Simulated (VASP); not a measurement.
Runs of VASP 6.6.1 on Si. The structure is that of space group R-3m (No. 166), or close to it. The cells are those of the table. 

```tsv
cell	gap on the mesh (eV)	pressure (GPa)	largest force (eV/Å)
a = 4.120 Å, angles 52.2°, 2 atoms	none	3.4	0.99
a = 4.421 Å, angles 45.7°, 2 atoms	none	10.2	1.41
a = 3.955 Å, angles 56.6°, 2 atoms	0.56	0.5	0.64
a = 3.456 Å, angles 82.7°, 2 atoms	none	43.6	23.14
a = 3.531 Å, angles 75.3°, 2 atoms	none	19.2	(a)
a = 3.669 Å, angles 67.3°, 2 atoms	0.33	(b)	2.94
a = 3.430 Å, 2 atoms	none	82.1	44.46
a = 4.849 Å, angles 38.9°, 2 atoms	none	16.9	(c)
```

Alike in all rows: task single point; level r2SCAN; potentials or basis VASP PAW PBE potentials, release 64 (Si); no spin polarisation; k mesh 10 × 10 × 10; cutoff (eV) 520; smearing gaussian 0.05 eV.

Task: Estimate the missing entries.

Result: (a) 10.17; (b) 3.7; (c) 2.88.

Caveats: the PAW data sets were made with another functional, which shifts forces and pressure a little.

A k mesh can miss the band edges.

A gap of «none» marks levels without a gap at the run's occupations.
